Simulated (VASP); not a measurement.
# CdAg2 (Fd-3m) in VASP: further runs

Runs on CdAg2. Level: PBE. Tasks: relaxation of cell and atoms, single point.

Everything below comes from runs of VASP 6.6.1. Logs are shortened: lines on timing, memory, paths and dates and some standing lists are left out, and cuts for length are marked.

### 1 The cell of the first run

It takes space group Fd-3m (No. 227, cubic). The conventional cell has a = 7.880 Å, b = 7.880 Å, c = 7.880 Å, α = 90.00°, β = 90.00°, γ = 90.00°. Within 4.3 Å of Cd (site symmetry -43m) lie 12 Ag at 3.27 Å and 4 Cd at 3.41 Å. Ag (site symmetry -3m) has 6 Ag at 2.79 Å and 6 Cd at 3.27 Å within 3.7 Å.

The cell was built from a structure type or drawn by symmetry, and may not be a known phase.

### 2 Relaxation of cell and atoms, PBE

The input, INCAR:

```
ALGO = Fast ; EDIFF = 1E-6
EDIFFG = -0.01 ; ENCUT = 600
GGA = PE ; IBRION = 2
ISIF = 3 ; ISMEAR = 0
LASPH = True ; LCHARG = False
LREAL = False ; LWAVE = False
NELM = 80 ; NSW = 100
PREC = Accurate ; SIGMA = 0.1
```

The input, KPOINTS:

```
k-points
0
Gamma
  8 8 8
```

The input, POSCAR:

```
CdAg2
1.0
    0.0000000000      3.9401209322      3.9401209322
    3.9401209322      0.0000000000      3.9401209322
    3.9401209322      3.9401209322      0.0000000000
Cd Ag
2 4
Direct
    0.0000000000      0.0000000000      0.0000000000
    0.2500000000      0.2500000000      0.2500000000
    0.6250000000      0.6250000000      0.6250000000
    0.1250000000      0.6250000000      0.6250000000
    0.6250000000      0.6250000000      0.1250000000
    0.6250000000      0.1250000000      0.6250000000
```

Potentials or basis: VASP PAW PBE potentials, release 64 (Cd, Ag).

Command:

```sh
$ cat potpaw_PBE.64/Cd/POTCAR potpaw_PBE.64/Ag/POTCAR > POTCAR
$ mpirun -np 1 vasp_std > vasp.out
```

OUTCAR:

```text
EDIFF = 1E-6
   EDIFFG = -0.01
   ENCUT = 600
   GGA = PE
   IBRION = 2
   ISIF = 3
   ISMEAR = 0
   LASPH = True
   LREAL = False
   NELM = 80
   NSW = 100
   PREC = Accurate

 ion  position               nearest neighbor table
   1  0.000  0.000  0.000-   3 3.27   5 3.27   6 3.27   3 3.27   4 3.27   5 3.27   4 3.27   6 3.27
                             3 3.27   5 3.27   4 3.27   6 3.27   2 3.41   2 3.41   2 3.41   2 3.41
   2  0.250  0.250  0.250-   4 3.27   6 3.27   3 3.27   4 3.27   5 3.27   3 3.27   5 3.27   6 3.27
                             5 3.27   3 3.27   6 3.27   4 3.27   1 3.41   1 3.41   1 3.41   1 3.41
   3  0.625  0.625  0.625-   4 2.79   5 2.79   6 2.79   5 2.79   6 2.79   4 2.79   1 3.27   2 3.27
                             1 3.27   2 3.27   1 3.27   2 3.27
   4  0.125  0.625  0.625-   3 2.79   5 2.79   6 2.79   3 2.79   5 2.79   6 2.79   2 3.27   1 3.27
                             2 3.27   1 3.27   1 3.27   2 3.27
   5  0.625  0.625  0.125-   3 2.79   3 2.79   4 2.79   6 2.79   6 2.79   4 2.79   1 3.27   2 3.27
                             1 3.27   2 3.27   1 3.27   2 3.27
   6  0.625  0.125  0.625-   3 2.79   5 2.79   3 2.79   4 2.79   5 2.79   4 2.79   1 3.27   2 3.27
                             1 3.27   2 3.27   1 3.27   2 3.27

  LATTYP: Found a face centered cubic cell.
 ALAT       =     7.8802418644

  Lattice vectors:

 A1 = (   0.0000000000,   3.9401209322,   3.9401209322)
 A2 = (   3.9401209322,   0.0000000000,   3.9401209322)
 A3 = (   3.9401209322,   3.9401209322,   0.0000000000)

Analysis of symmetry for initial positions (statically):
=====================================================================
 Subroutine PRICEL returns:
 Original cell was already a primitive cell.

 Routine SETGRP: Setting up the symmetry group for a
 face centered cubic supercell.

 Subroutine GETGRP returns: Found 48 space group operations
 (whereof 24 operations were pure point group operations)
 out of a pool of 48 trial point group operations.

The static configuration has the point symmetry T_d .
 The point group associated with its full space group is O_h .

Analysis of symmetry for dynamics (positions and initial velocities):
=====================================================================
 Subroutine PRICEL returns:
 Original cell was already a primitive cell.

 Routine SETGRP: Setting up the symmetry group for a
 face centered cubic supercell.

 Subroutine GETGRP returns: Found 48 space group operations
 (whereof 24 operations were pure point group operations)
 out of a pool of 48 trial point group operations.

The dynamic configuration has the point symmetry T_d .
 The point group associated with its full space group is O_h .

 Subroutine INISYM returns: Found 48 space group operations
 (whereof 24 operations are pure point group operations),
 and found     1 'primitive' translations

----------------------------------------------------------------------------------------

                                     Primitive cell

  volume of cell :     122.3372

  direct lattice vectors                    reciprocal lattice vectors
     0.000000000  3.940120932  3.940120932    -0.126899658  0.126899658  0.126899658
     3.940120932  0.000000000  3.940120932     0.126899658 -0.126899658  0.126899658
     3.940120932  3.940120932  0.000000000     0.126899658  0.126899658 -0.126899658

  length of vectors
     5.572172460  5.572172460  5.572172460     0.219796656  0.219796656  0.219796656

  position of ions in fractional coordinates (direct lattice)
     0.000000000  0.000000000  0.000000000
     0.250000000  0.250000000  0.250000000
     0.625000000  0.625000000  0.625000000
     0.125000000  0.625000000  0.625000000
     0.625000000  0.625000000  0.125000000
[... 96 lines left out ...]
   EFERMI =   0.00;   METHOD = LEGACY
   ISMEAR =     0;   SIGMA  =   0.10  broadening in eV -4-tet -1-fermi 0-gaus
   EFERMI_NEDOS =   21; number of points for ismear=-14 and -15
   IALGO  =     68    algorithm
   IMIX   =      4    mixing-type and parameters
     AMIX     =   0.40;   BMIX     =  1.00
     AMIX_MAG =   1.60;   BMIX_MAG =  1.00
  volume/ion in A,a.u.               =      20.39       137.60
  Fermi-wavevector in a.u.,A,eV,Ry     =   1.346041  2.543648 24.651390  1.811826
  Thomas-Fermi vector in A             =   2.473905
   LORBIT       =      0    0 simple, 1 ext, 2 COOP (PROOUT), +10 PAW based schemes
   GGA     = PE    functional components
   LHFCALC =     F    Hartree Fock is set to
   AEXX    =    0.0000 exact exchange contribution
   IVDW    =     0    specifies the selected vdW correction
   LEPSILON=     F    determine dielectric tensor
   LRPA    =     F    only Hartree local field effects (RPA)
 conjugate gradient relaxation of ions
 non-spin polarized calculation
 RMM-DIIS sequential band-by-band and
 Gauss-broadening in eV      SIGMA  =   0.10
  energy-cutoff  :      600.00
  volume of cell :      122.34
 maximum number of plane-waves:      4128
 NGX is ok and might be reduce to    48
   NGX = 23   NGY = 23   NGZ = 23

--------------------------------------- Ionic step        1  -------------------------------------------

 number of electron      67.9999992 magnetization

 Free energy of the ion-electron system (eV)
  ---------------------------------------------------
  ext. energy  EPLUGINS =         0.00000000
  ---------------------------------------------------
  free energy    TOTEN  =       -12.19702250 eV

  energy without entropy =      -12.18507105  energy(sigma->0) =      -12.19104677

------------------------ aborting loop because EDIFF is reached ----------------------------------------

  FORCE on cell =-STRESS in cart. coord.  units (eV):
  Direction    XX          YY          ZZ          XY          YZ          ZX
  --------------------------------------------------------------------------------------
  -------------------------------------------------------------------------------------
  Total       -0.3522707     -0.3522707     -0.3522707      0.0000000      0.0000000      0.0000000
  in kB       -4.6134777     -4.6134777     -4.6134777      0.0000000      0.0000000      0.0000000
  external PRESSURE =      -4.6134777 kB  Pullay stress =       0.0000000 kB

 VOLUME and BASIS-vectors are now :
 -----------------------------------------------------------------------------
  energy-cutoff  :      600.00
  volume of cell :      122.34
      direct lattice vectors                 reciprocal lattice vectors
     0.000000000  3.940120932  3.940120932    -0.126899658  0.126899658  0.126899658
     3.940120932  0.000000000  3.940120932     0.126899658 -0.126899658  0.126899658
     3.940120932  3.940120932  0.000000000     0.126899658  0.126899658 -0.126899658

 POSITION                                       TOTAL-FORCE (eV/Angst)
 -----------------------------------------------------------------------------------
      0.00000      0.00000      0.00000         0.000000      0.000000      0.000000
      1.97006      1.97006      1.97006        -0.000000     -0.000000     -0.000000
      4.92515      4.92515      4.92515        -0.000000      0.000000      0.000000
      4.92515      2.95509      2.95509        -0.000000      0.000000      0.000000
      2.95509      2.95509      4.92515        -0.000000      0.000000      0.000000
      2.95509      4.92515      2.95509        -0.000000      0.000000      0.000000
 -----------------------------------------------------------------------------------
    total drift:                                0.000000      0.000000     -0.000000

  FREE ENERGIE OF THE ION-ELECTRON SYSTEM (eV)
  ---------------------------------------------------
  free  energy   TOTEN  =       -12.1970224964 eV

  energy  without entropy=      -12.1850710489  energy(sigma->0) =      -12.19104677

--------------------------------------- Ionic step        2  -------------------------------------------

 number of electron      67.9999990 magnetization

 Free energy of the ion-electron system (eV)
  ---------------------------------------------------
  ext. energy  EPLUGINS =         0.00000000
  ---------------------------------------------------
  free energy    TOTEN  =       -12.19842285 eV

  energy without entropy =      -12.18629191  energy(sigma->0) =      -12.19235738

 E-fermi :   5.4152     XC(G=0): -11.2551

 val. band max:        5.3789907669   @ k =  -0.3750   0.2500   0.0000
 cond. band min:       5.4193747000   @ k =   0.2500   0.0000   0.0000
 fundamental gap:      0.0403839331
 Fermi energy:         5.4151708185

 k-point     1 :       0.0000    0.0000    0.0000
  band No.  band energies     occupation
      1      -3.2718      2.00000
      2      -3.2718      2.00000
      3      -3.2718      2.00000
      4      -3.2560      2.00000
      5      -3.2560      2.00000
      6      -3.0006      2.00000
[... 1021 lines left out ...]
     39       9.8630      0.00000
     40       9.9162      0.00000

 [... further k-points ...]

------------------------ aborting loop because EDIFF is reached ----------------------------------------

  FORCE on cell =-STRESS in cart. coord.  units (eV):
  Direction    XX          YY          ZZ          XY          YZ          ZX
  --------------------------------------------------------------------------------------
  -------------------------------------------------------------------------------------
  Total        0.0486133      0.0486133      0.0486133     -0.0000000      0.0000000      0.0000000
  in kB        0.6420994      0.6420994      0.6420994     -0.0000000      0.0000000      0.0000000
  external PRESSURE =       0.6420994 kB  Pullay stress =       0.0000000 kB

 VOLUME and BASIS-vectors are now :
 -----------------------------------------------------------------------------
  energy-cutoff  :      600.00
  volume of cell :      121.30
      direct lattice vectors                 reciprocal lattice vectors
    -0.000000000  3.928960886  3.928960886    -0.127260111  0.127260111  0.127260111
     3.928960886  0.000000000  3.928960886     0.127260111 -0.127260111  0.127260111
     3.928960886  3.928960886  0.000000000     0.127260111  0.127260111 -0.127260111

 POSITION                                       TOTAL-FORCE (eV/Angst)
 -----------------------------------------------------------------------------------
      3.92896      3.92896      0.00000        -0.000000     -0.000000     -0.000000
      1.96448      1.96448      1.96448         0.000000      0.000000      0.000000
      4.91120      4.91120      4.91120         0.000000     -0.000000     -0.000000
      4.91120      2.94672      2.94672         0.000000     -0.000000     -0.000000
      2.94672      2.94672      4.91120         0.000000     -0.000000     -0.000000
      2.94672      4.91120      2.94672         0.000000     -0.000000     -0.000000
 -----------------------------------------------------------------------------------
    total drift:                                0.000000      0.000000     -0.000000

  FREE ENERGIE OF THE ION-ELECTRON SYSTEM (eV)
  ---------------------------------------------------
  free  energy   TOTEN  =       -12.1984228538 eV

  energy  without entropy=      -12.1862919107  energy(sigma->0) =      -12.19235738

 reached required accuracy - stopping structural energy minimisation
```

It took 3.2 min on 1 thread of Intel Xeon Platinum 8488C (Sapphire Rapids), shared host; peak memory 0.42 GiB.

Results:

| Quantity | Value |
| --- | --- |
| Free energy | -12.1984 eV |
| Relaxed volume | 20.22 Å³/atom |
| Relaxed cell | a = 5.556 Å, b = 5.556 Å, c = 5.556 Å, α = 60.00°, β = 60.00°, γ = 60.00° |
| Space group after relaxing (to 0.1 Å) | Fd-3m (No. 227) |
| Energy gained by relaxing | 0.2 meV/atom |
| Ionic steps | 2 |
| Pressure after relaxing | 0.1 GPa |
| Band gap on the k mesh | zero (bands 34 and 35 overlap by 1.39 eV) |

Step by step:
| step | energy change (eV) | largest force (eV/Å) | pressure (GPa) | volume (Å³) |
| --- | --- | --- | --- | --- |
| 1 | 0.0000 | 0.0000 | -0.46 | 122.34 |
| 2 | -0.0014 | 0.0000 | 0.06 | 121.30 |

Final structure:
```
CELL_PARAMETERS angstrom
0.00000 3.92896 3.92896
3.92896 0.00000 3.92896
3.92896 3.92896 0.00000
ATOMIC_POSITIONS crystal
Cd 0.00000 0.00000 0.00000
Cd 0.25000 0.25000 0.25000
Ag 0.62500 0.62500 0.62500
Ag 0.12500 0.62500 0.62500
Ag 0.62500 0.62500 0.12500
Ag 0.62500 0.12500 0.62500
```

Levels at points of the mesh, in eV from the Fermi level:
```
           k point  band 30  band 31  band 32  band 33  band 34  band 35  band 36  band 37  band 38  band 39
(0.00, 0.00, 0.00)    -2.62    -2.62    -0.27     0.74     0.74     0.74     1.94     2.33     3.01     3.01
(0.50, 0.00, 0.00)    -3.56    -3.56    -2.62     0.03     0.48     0.48     0.93     2.22     2.22     5.19
(0.50, 0.50, 0.00)    -3.68    -3.63    -3.63    -1.03    -1.03    -0.64    -0.64     6.11     6.11     7.05
```

### 3 Single point, PBE

This run uses another cell than the first one, of 22.21 Å³/atom.

The input, INCAR:

```
  PREC = Accurate
  ENCUT = 520
  EDIFF = 1E-7
  ISMEAR = 0
  SIGMA = 0.1
  LREAL = False
  LASPH = True
  NELM = 100
  ALGO = Normal
  ISIF = 2
  LWAVE = False
  LCHARG = True
  GGA = PE
  LELF = True
  LVHAR = True
  NBANDS = 43
```

The input, KPOINTS:

```
regular mesh
0
Gamma
  4 4 4
```

The input, POSCAR:

```
CdAg2
1.0
    0.0000000000      4.0537624100      4.0537624100
    4.0537624100      0.0000000000      4.0537624100
    4.0537624100      4.0537624100      0.0000000000
Cd Ag
2 4
Direct
    0.5000000000      0.5000000000      0.5000000000
    0.7500000000      0.7500000000      0.7500000000
    0.1250000000      0.1250000000      0.1250000000
    0.6250000000      0.1250000000      0.1250000000
    0.1250000000      0.1250000000      0.6250000000
    0.1250000000      0.6250000000      0.1250000000
```

Potentials or basis: VASP PAW PBE potentials, release 64 (Cd, Ag).

Command:

```sh
$ cat potpaw_PBE.64/Cd/POTCAR potpaw_PBE.64/Ag/POTCAR > POTCAR
$ mpirun -np 1 vasp_std > vasp.out
```

Run time: 38 s. Hardware: 1 thread of Intel Xeon 6975P-C (Granite Rapids), shared host; peak memory 0.31 GiB.

It converged, with:

```yaml
Free_energy: -11.7917 eV
Pressure: -4.7 GPa
Band_gap_on_the_k_mesh: zero (bands 34 and 35 overlap by 1.47 eV)
```

Levels at points of the mesh, in eV from the Fermi level:
```tsv
k point	band 31	band 32	band 33	band 34	band 35	band 36
(0.00, 0.00, 0.00)	-2.51	-0.10	1.01	1.01	1.01	1.70
(0.50, 0.00, 0.00)	-3.30	-2.51	0.16	0.74	0.74	0.79
(0.50, 0.50, 0.00)	-3.36	-3.36	-0.92	-0.92	-0.45	-0.45
```

Caveat: the cell stands under tension.
